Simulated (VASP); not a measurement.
# Cu12C in VASP: further runs, part 2 of 2

VASP 6.6.1. Earlier steps stand in the parts before.

## Step 3: Single point, PBE

The input, INCAR:

```
PREC = Accurate
ENCUT = 520
EDIFF = 1E-6
ISMEAR = 0
SIGMA = 0.1
LREAL = F
LASPH = T
NELM = 100
ALGO = Normal
ISIF = 2
LWAVE = F
LCHARG = F
LDIPOL = T
IDIPOL = 3
DIPOL = 0.5 0.5 0.324
GGA = PE
NBANDS = 80
```

The input, KPOINTS:

```
regular mesh
0
Gamma
  6 6 1
```

The input, POSCAR:

```
Cu12C
1.0
    5.1332392722      0.0000000000      0.0000000000
   -2.5666196361      4.4455156134      0.0000000000
    0.0000000000      0.0000000000     19.6236279128
Cu C
12 1
Direct
    0.3333333333      0.1666666667      0.2038359073
    0.3333333333      0.6666666667      0.2038359073
    0.8333333333      0.1666666667      0.2038359073
    0.8333333333      0.6666666667      0.2038359073
    0.1666666667      0.3333333333      0.3089002473
    0.1666666667      0.8333333333      0.3089002473
    0.6666666667      0.3333333333      0.3089002473
    0.6666666667      0.8333333333      0.3089002473
    0.0000000000      0.0000000000      0.4139717665
    0.0000000000      0.5000000000      0.4139717665
    0.5000000000      0.0000000000      0.4139717665
    0.5000000000      0.5000000000      0.4139717665
    0.0000000000      0.0000000000      0.5017460066
```

Potentials or basis: VASP PAW PBE potentials, release 64 (Cu, C).

Run with:

```console
cat potpaw_PBE.64/Cu/POTCAR potpaw_PBE.64/C/POTCAR > POTCAR
mpirun -np 1 vasp_std > vasp.out
```

OUTCAR:

```text
PREC = Accurate
   ENCUT = 520
   EDIFF = 1E-6
   ISMEAR = 0
   LREAL = F
   LASPH = T
   NELM = 100
   ISIF = 2
   GGA = PE

 ion  position               nearest neighbor table
   1  0.333  0.167  0.204-   5 2.54   6 2.54   7 2.54   4 2.57   2 2.57   2 2.57   4 2.57   3 2.57
                             3 2.57
   2  0.333  0.667  0.204-   6 2.54   5 2.54   8 2.54   3 2.57   1 2.57   1 2.57   3 2.57   4 2.57
                             4 2.57
   3  0.833  0.167  0.204-   7 2.54   8 2.54   5 2.54   4 2.57   2 2.57   4 2.57   2 2.57   1 2.57
                             1 2.57
   4  0.833  0.667  0.204-   8 2.54   7 2.54   6 2.54   3 2.57   1 2.57   3 2.57   1 2.57   2 2.57
                             2 2.57
   5  0.167  0.333  0.309-   1 2.54   2 2.54   3 2.54   9 2.54  12 2.54  10 2.54   8 2.57   6 2.57
                             6 2.57   8 2.57   7 2.57   7 2.57
   6  0.167  0.833  0.309-   2 2.54   1 2.54   4 2.54  10 2.54  11 2.54   9 2.54   7 2.57   5 2.57
                             5 2.57   7 2.57   8 2.57   8 2.57
   7  0.667  0.333  0.309-   3 2.54   4 2.54   1 2.54  11 2.54  10 2.54  12 2.54   8 2.57   6 2.57
                             8 2.57   6 2.57   5 2.57   5 2.57
   8  0.667  0.833  0.309-   4 2.54   3 2.54   2 2.54  12 2.54   9 2.54  11 2.54   7 2.57   5 2.57
                             7 2.57   5 2.57   6 2.57   6 2.57
   9  0.000  0.000  0.414-  13 1.72   5 2.54   8 2.54   6 2.54  12 2.57  10 2.57  10 2.57  12 2.57
                            11 2.57  11 2.57
  10  0.000  0.500  0.414-   6 2.54   7 2.54   5 2.54   9 2.57  11 2.57   9 2.57  11 2.57  12 2.57
                            12 2.57
  11  0.500  0.000  0.414-   7 2.54   6 2.54   8 2.54  10 2.57  12 2.57  12 2.57  10 2.57   9 2.57
                             9 2.57
  12  0.500  0.500  0.414-   8 2.54   5 2.54   7 2.54   9 2.57  11 2.57  11 2.57   9 2.57  10 2.57
                            10 2.57
  13  0.000  0.000  0.502-   9 1.72

  LATTYP: Found a hexagonal cell.
 ALAT       =     5.1332392722
 C/A-ratio  =     3.8228547068

  Lattice vectors:

 A1 = (   5.1332392722,   0.0000000000,   0.0000000000)
 A2 = (  -2.5666196361,   4.4455156134,   0.0000000000)
 A3 = (   0.0000000000,   0.0000000000,  19.6236279128)

[... 177 lines left out ...]
  ext. energy  EPLUGINS =         0.00000000
  ---------------------------------------------------
  free energy    TOTEN  =       -45.31409647 eV

  energy without entropy =      -45.29864812  energy(sigma->0) =      -45.30637229

 E-fermi :  -0.9321     XC(G=0):  -5.2230

 val. band max:       -1.0163984330   @ k =   0.1667  -0.0000   0.0000
 cond. band min:      -0.8745473250   @ k =   0.3333   0.3333   0.0000
 fundamental gap:      0.1418511080
 Fermi energy:        -0.9320592717

 k-point     1 :       0.0000    0.0000    0.0000
  band No.  band energies     occupation
      1     -11.0360      2.00000
      2      -9.4007      2.00000
      3      -7.4167      2.00000
      4      -6.2234      2.00000
      5      -5.8949      2.00000
      6      -5.8949      2.00000
[... 570 lines left out ...]
     79       4.0460      0.00000
     80       4.3501      0.00000

------------------------ aborting loop because EDIFF is reached ----------------------------------------

 vacuum level on the upper side and lower side of the slab       (xc-potential included)         0.486        -0.568

  FORCE on cell =-STRESS in cart. coord.  units (eV):
  Direction    XX          YY          ZZ          XY          YZ          ZX
  --------------------------------------------------------------------------------------
  -------------------------------------------------------------------------------------
  Total       -3.2881041     -3.2881041      1.1717838      0.0000000      0.0000000      0.0000000
  in kB      -11.7642215    -11.7642215      4.1924231      0.0000000      0.0000000      0.0000000
  external PRESSURE =      -6.4453400 kB  Pullay stress =       0.0000000 kB

 VOLUME and BASIS-vectors are now :
 -----------------------------------------------------------------------------
  energy-cutoff  :      520.00
  volume of cell :      447.81
      direct lattice vectors                 reciprocal lattice vectors
     5.133239272  0.000000000  0.000000000     0.194808764  0.112472893  0.000000000
    -2.566619636  4.445515613  0.000000000     0.000000000  0.224945785  0.000000000
     0.000000000  0.000000000 19.623627913     0.000000000  0.000000000  0.050958977

 POSITION                                       TOTAL-FORCE (eV/Angst)
 -----------------------------------------------------------------------------------
      1.28331      0.74092      4.00000        -0.024098     -0.013913     -0.036631
     -0.00000      2.96368      4.00000        -0.000000     -0.000000     -0.033887
      3.84993      0.74092      4.00000         0.024098     -0.013913     -0.036631
      2.56662      2.96368      4.00000        -0.000000      0.027826     -0.036631
      0.00000      1.48184      6.06174        -0.000000      0.027519     -0.066889
     -1.28331      3.70460      6.06174         0.023832     -0.013760     -0.066889
      2.56662      1.48184      6.06174        -0.000000     -0.000000     -0.015552
      1.28331      3.70460      6.06174        -0.023832     -0.013760     -0.066889
      0.00000      0.00000      8.12363        -0.000000     -0.000000     -0.645567
     -1.28331      2.22276      8.12363         0.035915      0.020736      0.295071
      2.56662      0.00000      8.12363        -0.000000     -0.041471      0.295071
      1.28331      2.22276      8.12363        -0.035915      0.020736      0.295071
      0.00000      0.00000      9.84608        -0.000000     -0.000000      0.120350
 -----------------------------------------------------------------------------------
    total drift:                                0.000001      0.000002     -0.006156

  FREE ENERGIE OF THE ION-ELECTRON SYSTEM (eV)
  ---------------------------------------------------
  free  energy   TOTEN  =       -45.3140964660 eV

  energy  without entropy=      -45.2986481219  energy(sigma->0) =      -45.30637229

 vacuum level on the upper side and lower side of the slab         4.919         3.775
```

stdout:

```text
POSCAR found type information on POSCAR CuC
 POSCAR found :  2 types and      13 ions
 scaLAPACK will be used
 LDA part: xc-table for (Slater+PW92), standard interpolation
 POSCAR, INCAR and KPOINTS ok, starting setup
 FFT: planning ... GRIDC
 FFT: planning ... GRID_SOFT
 FFT: planning ... GRID
 WAVECAR not read
 entering main loop
```

Run time: 9.4 min. Hardware: 1 thread of Intel Xeon Platinum 8488C (Sapphire Rapids), shared host; peak memory 0.64 GiB.

What came out:

```yaml
Free_energy: -45.3141 eV
Largest_force: 0.646 eV/Å
Band_gap_on_the_k_mesh: zero (bands 68 and 69 overlap by 0.20 eV)
```

Forces on the atoms (eV/Å):
```
Cu  -0.024 -0.014 -0.037
Cu   0.000  0.000 -0.034
Cu   0.024 -0.014 -0.037
Cu   0.000  0.028 -0.037
Cu   0.000  0.028 -0.067
Cu   0.024 -0.014 -0.067
Cu   0.000  0.000 -0.016
Cu  -0.024 -0.014 -0.067
Cu   0.000  0.000 -0.646
Cu   0.036  0.021  0.295
Cu   0.000 -0.041  0.295
Cu  -0.036  0.021  0.295
C    0.000  0.000  0.120
```

Levels at points of the mesh, in eV from the Fermi level:
| k point | band 65 | band 66 | band 67 | band 68 | band 69 | band 70 | band 71 | band 72 |
| --- | --- | --- | --- | --- | --- | --- | --- | --- |
| (0.00, 0.00, 0.00) | -0.75 | -0.75 | -0.15 | 0.11 | 0.46 | 0.46 | 1.15 | 1.37 |
| (0.50, 0.00, 0.00) | -1.50 | -0.36 | -0.24 | -0.21 | -0.09 | 0.29 | 0.89 | 1.43 |
